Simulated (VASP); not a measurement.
# CsB (P4/mmm) in VASP: further runs

The runs below take CsB through relaxation of cell and atoms, single point, with PBE.

Everything below comes from runs of VASP 6.6.1. Logs are shortened: lines on timing, memory, paths and dates and some standing lists are left out, and cuts for length are marked.

## 1. The cell of the first run

It takes space group P4/mmm (No. 123, tetragonal). Conventional cell: a = 3.607 Å, b = 3.607 Å, c = 4.366 Å, α = 90.00°, β = 90.00°, γ = 90.00°. Cs (site symmetry 4/mmm) has 8 B at 3.36 Å and 6 Cs at 3.61 to 4.37 Å within 4.4 Å. B (site symmetry 4/mmm) has 8 Cs at 3.36 Å and 6 B at 3.61 to 4.37 Å within 4.4 Å.

## 2. Relaxation of cell and atoms, PBE

INCAR

```
SYSTEM = CsB
ALGO = Normal
EDIFF = 1E-6
EDIFFG = -0.01
ENCUT = 600
GGA = PE
IBRION = 2
ISIF = 3
ISMEAR = 0
LASPH = .TRUE.
LCHARG = .FALSE.
LREAL = .FALSE.
LWAVE = .FALSE.
NELM = 100
NSW = 100
PREC = Accurate
SIGMA = 0.1
```

KPOINTS

```
k-points
0
G
  16 16 12
  0 0 0
```

POSCAR

```
CsB
1.0
    3.6072615200      0.0000000000      0.0000000000
    0.0000000000      3.6072615200      0.0000000000
    0.0000000000      0.0000000000      4.3659608500
Cs B
1 1
Direct
    0.0000000000      0.0000000000      0.0000000000
    0.5000000000      0.5000000000      0.5000000000
```

Potentials or basis: VASP PAW PBE potentials, release 64 (Cs_sv, B).

Started as:

```bash
$ cat potpaw_PBE.64/Cs_sv/POTCAR potpaw_PBE.64/B/POTCAR > POTCAR
$ mpirun -np 1 vasp_std > vasp.out
```

OUTCAR:

```text
SYSTEM = CsB
   EDIFF = 1E-6
   EDIFFG = -0.01
   ENCUT = 600
   GGA = PE
   IBRION = 2
   ISIF = 3
   ISMEAR = 0
   LASPH = .TRUE.
   LREAL = .FALSE.
   NELM = 100
   NSW = 100
   PREC = Accurate

 ion  position               nearest neighbor table
   1  0.000  0.000  0.000-
   2  0.500  0.500  0.500-

  LATTYP: Found a simple tetragonal cell.
 ALAT       =     3.6072615200
 C/A-ratio  =     1.2103255685

  Lattice vectors:

 A1 = (   3.6072615200,   0.0000000000,   0.0000000000)
 A2 = (   0.0000000000,   3.6072615200,   0.0000000000)
 A3 = (   0.0000000000,   0.0000000000,   4.3659608500)

Analysis of symmetry for initial positions (statically):
=====================================================================
 Subroutine PRICEL returns:
 Original cell was already a primitive cell.

 Routine SETGRP: Setting up the symmetry group for a
 simple tetragonal supercell.

 Subroutine GETGRP returns: Found 16 space group operations
 (whereof 16 operations were pure point group operations)
 out of a pool of 16 trial point group operations.

The static configuration has the point symmetry D_4h.

Analysis of symmetry for dynamics (positions and initial velocities):
=====================================================================
 Subroutine PRICEL returns:
 Original cell was already a primitive cell.

 Routine SETGRP: Setting up the symmetry group for a
 simple tetragonal supercell.

 Subroutine GETGRP returns: Found 16 space group operations
 (whereof 16 operations were pure point group operations)
 out of a pool of 16 trial point group operations.

The dynamic configuration has the point symmetry D_4h.

 Subroutine INISYM returns: Found 16 space group operations
 (whereof 16 operations are pure point group operations),
 and found     1 'primitive' translations

----------------------------------------------------------------------------------------

                                     Primitive cell

  volume of cell :      56.8113

  direct lattice vectors                    reciprocal lattice vectors
     3.607261520  0.000000000  0.000000000     0.277218603  0.000000000  0.000000000
     0.000000000  3.607261520  0.000000000     0.000000000  0.277218603  0.000000000
     0.000000000  0.000000000  4.365960850     0.000000000  0.000000000  0.229044656

  length of vectors
     3.607261520  3.607261520  4.365960850     0.277218603  0.277218603  0.229044656

  position of ions in fractional coordinates (direct lattice)
     0.000000000  0.000000000  0.000000000
     0.500000000  0.500000000  0.500000000

  ion indices of the primitive-cell ions
   primitive index   ion index
                 1           1
                 2           2

----------------------------------------------------------------------------------------

 KPOINTS: k-points

Automatic generation of k-mesh.
 Grid dimensions read from file:
 generate k-points for:   16   16   12

 Generating k-lattice:

  Cartesian coordinates                     Fractional coordinates (reciprocal lattice)
     0.017326163  0.000000000  0.000000000     0.062500000  0.000000000  0.000000000
     0.000000000  0.017326163  0.000000000     0.000000000  0.062500000  0.000000000
     0.000000000  0.000000000  0.019087055     0.000000000  0.000000000  0.083333333

  Length of vectors
     0.017326163  0.017326163  0.019087055

  Shift w.r.t. Gamma in fractional coordinates (k-lattice)
     0.000000000  0.000000000  0.000000000

 Subroutine IBZKPT returns following result:
 ===========================================

 Found    315 irreducible k-points:

 Following reciprocal coordinates:
            Coordinates               Weight
  0.000000  0.000000  0.000000      1.000000
  0.062500  0.000000  0.000000      4.000000
  0.125000  0.000000  0.000000      4.000000
  0.187500  0.000000  0.000000      4.000000
  0.250000  0.000000  0.000000      4.000000
  0.312500  0.000000  0.000000      4.000000
[... 16 lines left out ...]
  0.437500  0.125000  0.000000      8.000000
  0.500000  0.125000  0.000000      4.000000
 [... further k-points ...]
   k-points           NKPTS =    315   k-points in BZ     NKDIM =    315   number of bands    NBANDS=     10
   number of dos      NEDOS =    301   number of ions     NIONS =      2
   total plane-waves  NPLWV =  32400
   dimension x,y,z NGX =    30 NGY =   30 NGZ =   36
   dimension x,y,z NGXF=    60 NGYF=   60 NGZF=   72
   ions per type =               1   1
   NGX,Y,Z   is equivalent  to a cutoff of  13.83, 13.83, 13.71 a.u.
   NGXF,Y,Z  is equivalent  to a cutoff of  27.65, 27.65, 27.42 a.u.
 SYSTEM =  CsB
   PREC   = accura    normal or accurate (medium, high low for compatibility)
   ISTART =      0    job   : 0-new  1-cont  2-samecut
   ICHARG =      2    charge: 1-file 2-atom 10-const
   ISPIN  =      1    spin polarized calculation?
   LNONCOLLINEAR =      F non collinear calculations
   LSORBIT =      F    spin-orbit coupling
   LASPH  =      T    aspherical Exc in radial PAW
   ENCUT  =  600.0 eV  44.10 Ry    6.64 a.u.   7.20  7.20  8.72*2*pi/ulx,y,z
   NELM   =    100;   NELMIN=  2; NELMDL= -5     # of ELM steps
   EDIFF  = 0.1E-05   stopping-criterion for ELM
   LREAL  =      F    real-space projection
   EDIFFG = -.1E-01   stopping-criterion for IOM
   NSW    =    100    number of steps for IOM
   IBRION =      2    ionic relax: 0-MD 1-quasi-New 2-CG
   NFREE  =      1    steps in history (QN), initial steepest desc. (CG)
   ISIF   =      3    stress and relaxation
   ISYM   =      2    0-nonsym 1-usesym 2-fastsym
   POTIM  = 0.5000    time-step for ionic-motion
   TEBEG  =    0.0;   TEEND  =   0.0 temperature during run
   PSTRESS=    0.0 pullay stress
   NELECT =      12.0000    total number of electrons
   NUPDOWN=      -1.0000    fix difference up-down
   EMIN   =  10.00;   EMAX   =-10.00  energy-range for DOS
   EFERMI =   0.00;   METHOD = LEGACY
   ISMEAR =     0;   SIGMA  =   0.10  broadening in eV -4-tet -1-fermi 0-gaus
   EFERMI_NEDOS =   21; number of points for ismear=-14 and -15
   IALGO  =     38    algorithm
   IMIX   =      4    mixing-type and parameters
     AMIX     =   0.40;   BMIX     =  1.00
     AMIX_MAG =   1.60;   BMIX_MAG =  1.00
  volume/ion in A,a.u.               =      28.41       191.69
  Fermi-wavevector in a.u.,A,eV,Ry     =   0.974968  1.842422 12.933181  0.950562
  Thomas-Fermi vector in A             =   2.105470
   LORBIT       =      0    0 simple, 1 ext, 2 COOP (PROOUT), +10 PAW based schemes
   GGA     = PE    functional components
   LHFCALC =     F    Hartree Fock is set to
   AEXX    =    0.0000 exact exchange contribution
   IVDW    =     0    specifies the selected vdW correction
   LEPSILON=     F    determine dielectric tensor
   LRPA    =     F    only Hartree local field effects (RPA)
 conjugate gradient relaxation of ions
 non-spin polarized calculation
 Gauss-broadening in eV      SIGMA  =   0.10
  energy-cutoff  :      600.00
  volume of cell :       56.81
 maximum number of plane-waves:      1924
 NGX is ok and might be reduce to    30
   NGX = 15   NGY = 15   NGZ = 17

--------------------------------------- Ionic step        1  -------------------------------------------

 number of electron      12.0000002 magnetization

 Free energy of the ion-electron system (eV)
  ---------------------------------------------------
  ext. energy  EPLUGINS =         0.00000000
  ---------------------------------------------------
  free energy    TOTEN  =        -3.41044501 eV

  energy without entropy =       -3.39711160  energy(sigma->0) =       -3.40377830

------------------------ aborting loop because EDIFF is reached ----------------------------------------

  FORCE on cell =-STRESS in cart. coord.  units (eV):
  Direction    XX          YY          ZZ          XY          YZ          ZX
  --------------------------------------------------------------------------------------
  -------------------------------------------------------------------------------------
  Total        0.9928761      0.9928761      0.0977069      0.0000000      0.0000000      0.0000000
  in kB       28.0008065     28.0008065      2.7555011      0.0000000      0.0000000      0.0000000
  external PRESSURE =      19.5857047 kB  Pullay stress =       0.0000000 kB
[... 89 lines left out ...]
  FREE ENERGIE OF THE ION-ELECTRON SYSTEM (eV)
  ---------------------------------------------------
  free  energy   TOTEN  =        -3.4862705740 eV

  energy  without entropy=       -3.4716114848  energy(sigma->0) =       -3.47894103

[... ionic steps 4 to 8 ...]

--------------------------------------- Ionic step        9  -------------------------------------------

 number of electron      12.0000001 magnetization

------------------------ aborting loop because EDIFF is reached ----------------------------------------

  FORCE on cell =-STRESS in cart. coord.  units (eV):
  Direction    XX          YY          ZZ          XY          YZ          ZX
  --------------------------------------------------------------------------------------
  -------------------------------------------------------------------------------------
  Total       -0.0203122     -0.0203122     -0.0192818      0.0000000      0.0000000      0.0000000
  in kB       -0.5007577     -0.5007577     -0.4753555      0.0000000      0.0000000      0.0000000
  external PRESSURE =      -0.4922903 kB  Pullay stress =       0.0000000 kB
[... 57 lines left out ...]
  energy  without entropy=       -3.4987818890  energy(sigma->0) =       -3.50629175

--------------------------------------- Ionic step       11  -------------------------------------------

 number of electron      12.0000001 magnetization

 Free energy of the ion-electron system (eV)
  ---------------------------------------------------
  ext. energy  EPLUGINS =         0.00000000
  ---------------------------------------------------
  free energy    TOTEN  =        -3.51385009 eV

  energy without entropy =       -3.49885527  energy(sigma->0) =       -3.50635268

 E-fermi :   1.6909     XC(G=0):  -8.3522

 val. band max:        1.6886544684   @ k =   0.4375   0.3750   0.3333
 cond. band min:       1.6976474033   @ k =   0.2500   0.2500   0.3333
 fundamental gap:      0.0089929349
 Fermi energy:         1.6908826709

 k-point     1 :       0.0000    0.0000    0.0000
  band No.  band energies     occupation
      1     -20.2522      2.00000
      2      -6.6510      2.00000
      3      -6.6510      2.00000
      4      -6.6373      2.00000
      5      -4.2349      2.00000
      6       3.2646      0.00000
      7       3.2646      0.00000
      8       3.2847      0.00000
      9       4.3057      0.00000
     10       4.3158      0.00000
[... 287 lines left out ...]
 k-point    24 :       0.5000    0.1250    0.0000
  band No.  band energies     occupation
      1     -20.1381      2.00000
      2      -7.9459      2.00000
      3      -6.6877      2.00000
      4      -6.4771      2.00000
      5      -2.9222      2.00000
      6       0.7650      2.00000
      7       2.5349      0.00000
      8       2.7765      0.00000
      9       5.5236      0.00000
     10       8.3148      0.00000

 [... further k-points ...]
[... 5 lines left out ...]
  --------------------------------------------------------------------------------------
  -------------------------------------------------------------------------------------
  Total       -0.0075392     -0.0075392      0.0049572      0.0000000      0.0000000     -0.0000000
  in kB       -0.1865631     -0.1865631      0.1226696      0.0000000      0.0000000     -0.0000000
  external PRESSURE =      -0.0834855 kB  Pullay stress =       0.0000000 kB
[... 17 lines left out ...]
  FREE ENERGIE OF THE ION-ELECTRON SYSTEM (eV)
  ---------------------------------------------------
  free  energy   TOTEN  =        -3.5138500886 eV

  energy  without entropy=       -3.4988552703  energy(sigma->0) =       -3.50635268

 reached required accuracy - stopping structural energy minimisation
```

Wall time 9.5 min (1 thread of Intel Xeon Platinum 8488C (Sapphire Rapids), shared host); peak memory 0.39 GiB.

Results:

* Free energy: -3.5139 eV
* Relaxed volume: 32.37 Å³/atom
* Relaxed cell: a = 4.020 Å, b = 4.020 Å, c = 4.005 Å, α = 90.00°, β = 90.00°, γ = 90.00°
* Space group after relaxing (to 0.05 Å): Pm-3m (No. 221)
* Energy gained by relaxing: 51.7 meV/atom
* Ionic steps: 11
* Pressure after relaxing: 0.0 GPa
* Band gap on the k mesh: zero (band 6 reaches 3.26 eV, above the bottom of band 7 at 0.68 eV)

The path:
```
step  energy change (eV)  largest force (eV/Å)  pressure (GPa)  volume (Å³)
   1              0.0000                0.0000            1.96        56.81
   2             -0.0400                0.0000            1.08        59.71
   3             -0.0758                0.0000           -0.28        66.21
   4             -0.0762                0.0000           -0.42        66.98
   5             -0.0872                0.0000           -0.34        66.57
   6             -0.1008                0.0000           -0.17        65.65
   7             -0.0906                0.0000            0.26        63.40
   8             -0.1033                0.0000           -0.07        65.05
   9             -0.1034                0.0000           -0.05        64.99
  10             -0.1034                0.0000           -0.04        64.94
  11             -0.1034                0.0000           -0.01        64.75
```

Final structure:
```
CELL_PARAMETERS angstrom
4.02047 0.00000 0.00000
0.00000 4.02047 0.00000
0.00000 0.00000 4.00547
ATOMIC_POSITIONS crystal
Cs 0.00000 0.00000 0.00000
B 0.50000 0.50000 0.50000
```

Caveat: spin-orbit coupling is left out, which moves the levels of the heavy elements.

## 3. Single point, PBE

INCAR

```
SYSTEM = CsB
  ALGO = Normal
  EDIFF = 1E-6
  ENCUT = 520
  GGA = PE
  ISIF = 2
  ISMEAR = 0
  LASPH = .TRUE.
  LCHARG = .FALSE.
  LREAL = .FALSE.
  LWAVE = .FALSE.
  NBANDS = 13
  NELM = 80
  PREC = Accurate
  SIGMA = 0.1
```

KPOINTS

```
k-points
0
G
  6 6 4
  0 0 0
```

POSCAR is that of step 2.

Potentials or basis: VASP PAW PBE potentials, release 64 (Cs_sv, B).

Started as:

```bash
$ cat potpaw_PBE.64/Cs_sv/POTCAR potpaw_PBE.64/B/POTCAR > POTCAR
$ mpirun -np 1 vasp_std > vasp.out
```

OUTCAR:

```text
SYSTEM = CsB
   EDIFF = 1E-6
   ENCUT = 520
   GGA = PE
   ISIF = 2
   ISMEAR = 0
   LASPH = .TRUE.
   LREAL = .FALSE.
   NELM = 80
   PREC = Accurate

 ion  position               nearest neighbor table
   1  0.000  0.000  0.000-
   2  0.500  0.500  0.500-

  LATTYP: Found a simple tetragonal cell.
 ALAT       =     3.6072615200
 C/A-ratio  =     1.2103255685

  Lattice vectors:

 A1 = (   3.6072615200,   0.0000000000,   0.0000000000)
 A2 = (   0.0000000000,   3.6072615200,   0.0000000000)
[... 561 lines left out ...]
      8       4.7315      0.00000
      9       5.8309      0.00000
     10       8.2915      0.00000
     11       8.4564      0.00000
     12       9.6280      0.00000
     13      11.1615      0.00000

 [... further k-points ...]
[... 5 lines left out ...]
  --------------------------------------------------------------------------------------
  -------------------------------------------------------------------------------------
  Total        0.8789954      0.8789954      0.1545217      0.0000000      0.0000000     -0.0000000
  in kB       24.7891762     24.7891762      4.3577768      0.0000000      0.0000000     -0.0000000
  external PRESSURE =      17.9787097 kB  Pullay stress =       0.0000000 kB

 VOLUME and BASIS-vectors are now :
 -----------------------------------------------------------------------------
  energy-cutoff  :      520.00
  volume of cell :       56.81
      direct lattice vectors                 reciprocal lattice vectors
     3.607261520  0.000000000  0.000000000     0.277218603  0.000000000  0.000000000
     0.000000000  3.607261520  0.000000000     0.000000000  0.277218603  0.000000000
     0.000000000  0.000000000  4.365960850     0.000000000  0.000000000  0.229044656

 POSITION                                       TOTAL-FORCE (eV/Angst)
 -----------------------------------------------------------------------------------
      0.00000      0.00000      0.00000         0.000000      0.000000      0.000000
      1.80363      1.80363      2.18298         0.000000      0.000000      0.000000
 -----------------------------------------------------------------------------------
    total drift:                               -0.000000      0.000000     -0.000000

  FREE ENERGIE OF THE ION-ELECTRON SYSTEM (eV)
  ---------------------------------------------------
  free  energy   TOTEN  =        -3.4279781283 eV

  energy  without entropy=       -3.4147897532  energy(sigma->0) =       -3.42138394
```

stdout:

```text
POSCAR found type information on POSCAR CsB
 POSCAR found :  2 types and       2 ions
 scaLAPACK will be used
 LDA part: xc-table for (Slater+PW92), standard interpolation
 POSCAR, INCAR and KPOINTS ok, starting setup
 FFT: planning ... GRIDC
 FFT: planning ... GRID_SOFT
 FFT: planning ... GRID
 WAVECAR not read
 entering main loop
```

Wall time 12 s (1 thread of Intel Xeon 6975P-C, shared host); peak memory 0.17 GiB.

Results:

```
Free energy            : -3.4280 eV
Pressure               : 1.8 GPa
Band gap on the k mesh : zero (band 6 reaches 3.63 eV, above the bottom of band 7 at 1.16 eV)
```

Stress tensor (GPa, compression positive):
```
2.48 0.00 0.00
0.00 2.48 0.00
0.00 0.00 0.44
```

Caveat: spin-orbit coupling is left out, which moves the levels of the heavy elements.
